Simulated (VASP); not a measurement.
**WC: single point with r2SCAN+D3(BJ)**

WC:

```
CELL_PARAMETERS angstrom
0.00000 2.19268 2.19268
2.19268 0.00000 2.19268
2.19268 2.19268 0.00000
ATOMIC_POSITIONS crystal
W 0.00000 0.00000 0.00000
C 0.50000 0.50000 0.50000
```

```json
{"Program": "VASP 6.6.1", "Task": "single point", "Functional": "r2SCAN", "Dispersion": "D3(BJ)", "Potentials or basis": "VASP PAW PBE potentials, release 64 (W_sv, C_h)", "Cutoff": "1430 eV", "k mesh": "11 × 11 × 11", "Occupations": "gaussian, width 0.3 eV", "Spin": "no spin polarisation"}
```

The pressure is -6.7 GPa, the band gap on the k mesh is zero (bands 9 and 10 overlap by 3.21 eV) and the dispersion energy per atom is -0.215 eV.

Levels at points of the mesh, in eV from the Fermi level:
```tsv
k point	band 5	band 6	band 7	band 8	band 9	band 10	band 11	band 12	band 13	band 14
(0.00, 0.00, 0.00)	-16.72	-2.85	-2.85	-2.85	-1.17	-1.17	-1.17	-1.03	-1.03	7.01
```

Run time: 2.6 min on 1 thread of Intel(R) Xeon(R) Platinum 8488C (Sapphire Rapids), with other jobs on the host, peak memory 0.34 GiB.

Caveat: the cell stands under tension; so wide a smearing shifts energies and pressures; the PAW data sets were made with another functional, which shifts forces and pressure a little; spin-orbit coupling is left out, which moves the levels of the heavy elements.
